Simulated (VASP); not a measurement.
A run of VASP 6.6.1 is set up as follows.

The input INCAR:

```
SYSTEM = Mg
  PREC = Accurate
  ENCUT = 520
  EDIFF = 1E-7
  ISMEAR = -1
  SIGMA = 0.05
  LREAL = .False.
  LASPH = .True.
  NELM = 100
  ALGO = Normal
  ISIF = 2
  LWAVE = .False.
  LCHARG = .False.
  NBANDS = 7
```

The input KPOINTS:

```
regular mesh
0
Gamma
  16 16 16
  0 0 0
```

POSCAR

```
Mg
1.0
    0.0000000000      1.8694390243      1.8694390243
    1.8694390243      0.0000000000      1.8694390243
    1.8694390243      1.8694390243      0.0000000000
Mg
1
Direct
    0.0000000000      0.0000000000      0.0000000000
```

Potentials or basis: VASP PAW LDA potentials, release 64 (Mg).

Run with:

```sh
$ cat potpaw_LDA.64/Mg/POTCAR > POTCAR
$ mpirun -np 1 vasp_std > vasp.out
```

Predict the band gap on the k mesh.

zero (band 1 reaches 8.04 eV, above the bottom of band 2 at 4.88 eV).

What does it give for the pressure?

53.9 GPa.
